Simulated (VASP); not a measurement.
Runs of VASP 6.6.1 on Ni. The structure is that of space group Im-3m (No. 229), or close to it. The cells are those of the table. This isn't the form of Ni at room conditions, which is fcc.

| task | level | cell | cutoff (eV) | gap on the mesh (eV) | pressure (GPa) | moment (μB) | relaxed volume (Å³/atom) |
| --- | --- | --- | --- | --- | --- | --- | --- |
| relaxation of cell and atoms | PBEsol | relaxed from a = 2.397 Å, angles 109.5°, 1 atom | 600 | none | 0.0 | 0.37 | 10.48 |
| relaxation of cell and atoms | r2SCAN+D4 | relaxed from a = 2.397 Å, angles 109.5°, 1 atom | 660 | none | -0.1 | 0.64 | 10.53 |
| single point | r2SCAN+D4 | a = 2.391 Å, angles 109.5°, 1 atom | 660 | none | (a) | 0.64 | - |
| single point | PBEsol+D3(BJ) | a = 2.364 Å, angles 109.5°, 1 atom | 600 | none | (b) | 0.27 | - |
| single point | PBEsol | a = 2.388 Å, angles 109.5°, 1 atom | 600 | none | -0.2 | 0.37 | - |

Alike in all rows: potentials or basis VASP PAW PBE potentials, release 64 (Ni); spin collinear, ferromagnetic start; k mesh 17 × 17 × 17; smearing fermi-dirac 0.15 eV.

Question: Fill in the values left out.

Answer: (a) 0.2; (b) -0.3.

Caveats: the PAW data sets were made with another functional, which shifts forces and pressure a little.

A gap of «none» marks levels without a gap at the run's occupations.
